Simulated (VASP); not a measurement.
Input of a VASP 6.6.1 run:

The input INCAR:

```
SYSTEM = Pt
PREC     = Accurate       ! precision mode
ENCUT    = 520            ! plane-wave cutoff, eV
EDIFF    = 1E-6           ! SCF threshold, eV
ISMEAR   = -1             ! smearing method
SIGMA    = 0.1            ! smearing width, eV
LREAL    = .False.        ! projectors in reciprocal space
LASPH    = .True.         ! aspherical terms in the spheres
NELM     = 60             ! most SCF steps
ALGO     = Normal         ! electronic algorithm
ISIF     = 2              ! what is computed and relaxed
LWAVE    = .False.        ! write WAVECAR
LCHARG   = .False.        ! write CHGCAR
GGA      = B5             ! functional
ALDAX    = 1.0          
AGGAX    = 1.0          
AGGAC    = 1.0          
ALDAC    = 0.0          
NBANDS   = 11             ! bands
```

KPOINTS

```
Automatic mesh
0
Gamma
  13 13 13
  0 0 0
```

POSCAR

```
Pt
1.0
    2.6780480767      0.0000000000      0.0000000000
    0.0000000000      2.6780480767      0.0000000000
    0.0000000000      0.0000000000      2.6780480767
Pt
1
Direct
    0.0000000000      0.0000000000      0.0000000000
```

Potentials or basis: VASP PAW PBE potentials, release 64 (Pt).

Run with:

```console
$ cat potpaw_PBE.64/Pt/POTCAR > POTCAR
$ mpirun -np 1 vasp_std > vasp.out
```

**Question.** Predict the pressure.

**Answer.** 0.8 GPa.

**Question.** Predict the band gap on the k mesh.

**Answer.** Zero (band 5 reaches 9.44 eV, above the bottom of band 6 at 6.89 eV).

Caveat: the PAW data sets were made with another functional, which shifts forces and pressure a little; spin-orbit coupling is left out, which moves the levels of the heavy elements.
